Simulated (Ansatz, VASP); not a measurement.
**One calculation of Be2TeS2, two programs**

```xyz
5
Lattice="3.2851 0.0000 0.0000 0.0000 3.2851 0.0000 0.0000 0.0000 9.8338" Properties=species:S:1:pos:R:3 pbc="T T T"
Be    0.0000    0.0000    0.0000
Be    1.6426    1.6426    0.0000
Te    1.6426    1.6426    4.9169
S     1.6426    0.0000    8.5650
S     0.0000    1.6426    1.2688
```

Alike in both runs: functional PBE; dispersion D3(BJ); k mesh 6 × 6 × 2; occupations gaussian, width 0.1 eV; no spin polarisation.

Ansatz relaxed the structure, and its values are those at the end. VASP's run is a single point on that final structure, the one shown.

|  | VASP | Ansatz |
| --- | --- | --- |
| version | VASP 6.6.1 | Ansatz 0.2.0 |
| potentials or method | VASP PAW PBE potentials, release 64 (Be, Te, S), cutoff 520 eV | scalar-relativistic, plane waves, PAW |
| valence electrons in the cell | 22 | 32 |

|  | VASP | Ansatz | Ansatz less VASP |
| --- | --- | --- | --- |
| gap on the k mesh at the Fermi level (eV) | none | none | - |
| pressure (GPa) | 0.2 | 0.2 | +0.06 |
| rms of the force components (eV/Å) | 0.014 | 0.014 | -0.0008 |

A gap of «none» marks a metal or a gap that the smearing closes. VASP's potentials hold 22 valence electrons a cell and Ansatz's 32, so a difference there can come from the potentials and not from the codes.

Neither program's run includes spin-orbit coupling.
